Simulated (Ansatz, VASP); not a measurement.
**C: VASP beside Ansatz**

The input POSCAR:

```
C
1.0
    0.0000000000      2.2865250000      3.3480000000
    1.3201000000      0.0000000000      3.3480000000
    1.3201000000      2.2865250000      0.0000000000
C
2
Direct
    0.1666700000      0.8333300000      0.1666700000
    0.8333300000      0.1666700000      0.8333300000
```

Contents of INCAR.step1:

```
SYSTEM = C
ALGO     = Normal         ! electronic algorithm
EDIFF    = 1E-4           ! SCF threshold, eV
ENCUT    = 520            ! plane-wave cutoff, eV
GGA      = PE             ! functional
ISMEAR   = 0              ! smearing method
LASPH    = .True.         ! aspherical terms in the spheres
LCHARG   = .False.        ! write CHGCAR
LREAL    = .False.        ! projectors in reciprocal space
LWAVE    = .True.         ! write WAVECAR
NBANDS   = 11             ! bands
NELM     = 60             ! most SCF steps
PREC     = Accurate       ! precision mode
SIGMA    = 0.05           ! smearing width, eV
```

INCAR.step2

```
SYSTEM = C
ALGO     = Normal         ! electronic algorithm
EDIFF    = 1E-6           ! SCF threshold, eV
ENCUT    = 520            ! plane-wave cutoff, eV
ISIF     = 2              ! what is computed and relaxed
ISMEAR   = 0              ! smearing method
ISTART   = 1            
LASPH    = .True.         ! aspherical terms in the spheres
LCHARG   = .False.        ! write CHGCAR
LMIXTAU  = .True.       
LREAL    = .False.        ! projectors in reciprocal space
LWAVE    = .False.        ! write WAVECAR
METAGGA  = R2SCAN         ! meta-GGA
NBANDS   = 11             ! bands
NELM     = 60             ! most SCF steps
PREC     = Accurate       ! precision mode
SIGMA    = 0.05           ! smearing width, eV
```

File KPOINTS:

```
k-points
0
Gamma
  14 14 14
  0 0 0
```

Input for Ansatz:

```yaml
crystal:
  lattice:
    - [0.0, 2.286525, 3.348]
    - [1.3201, 0.0, 3.348]
    - [1.3201, 2.286525, 0.0]
  atoms:
    - { symbol: C, position: [0.16667, 0.83333, 0.16667] }
    - { symbol: C, position: [0.83333, 0.16667, 0.83333] }
basis:
  ecutwfc: 500
kpoints:
  mp_grid: { grid: [14, 14, 14] }
hamiltonian:
  xc: r2scan
scf:
  occupations: { method: gaussian, width: 0.05 }
output:
  forces: true
  stress: true
  eigenvalues: true
```

Change from the starting cell: strain +0.0750 x Voigt [1, 1, 0, 0, 0, 0], atoms carried along.

Alike in both runs: task single point; functional r2SCAN; k mesh 14 × 14 × 14; occupations gaussian, width 0.05 eV; no spin polarisation.

|  | VASP | Ansatz |
| --- | --- | --- |
| version | VASP 6.6.1 | Ansatz 0.2.0 |
| potentials or method | VASP PAW PBE potentials, release 64 (C), cutoff 520 eV | scalar-relativistic, plane waves, PAW |
| valence electrons in the cell | 8 | 8 |

|  | VASP | Ansatz | Ansatz less VASP |
| --- | --- | --- | --- |
| gap on the k mesh at the Fermi level (eV) | 0.11 | 0.11 | -0.001 |
| least direct gap on the mesh (eV) | 0.14 | 0.14 | -0.001 |
| pressure (GPa) | -44.1 | -44.5 | -0.46 |
| traceless stress, the component that is largest in VASP (GPa) | 46.39 | 46.92 | +0.529 |
| rms of the force components (eV/Å) | 0.018 | 0.018 | 0.0000 |

VASP's potentials were made for PBE, not for r2SCAN. Atom by atom the forces differ by 0.000 eV/Å (rms over components). Both programs put the cell under strong tension, so it lies far from rest at this level. The functional is the same, so the differences come from potentials, cutoffs and numerics.

Noted on VASP's run: the cell as given lies far from equilibrium.
